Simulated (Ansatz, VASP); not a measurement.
# Two plane-wave programs on Ba

```
Ba
1.0
     3.95017    0.00000    0.00000
     0.00000    3.95017    0.00000
     0.00000    0.00000    3.95017
Ba
1
Direct
  0.00000 0.00000 0.00000
```

Alike in both runs: task electric field gradients; functional PBE; k mesh 13 × 13 × 13; occupations fermi-dirac, width 0.05 eV; no spin polarisation.

|  | VASP | Ansatz |
| --- | --- | --- |
| version | VASP 6.6.1 | Ansatz 0.2.0 |
| potentials or method | VASP PAW PBE potentials, release 64 (Ba_sv) | PAW with Ansatz's default frozen-core files, scalar-relativistic |
| plane-wave cutoff (eV) | 520 | 420 |
| valence electrons in the cell | 10 | 10 |

VASP gave:

* pressure (GPa): 0.1

Task: Which values does Ansatz return?

Result: Pressure (GPa): 0.0.

Spin-orbit coupling is off throughout.
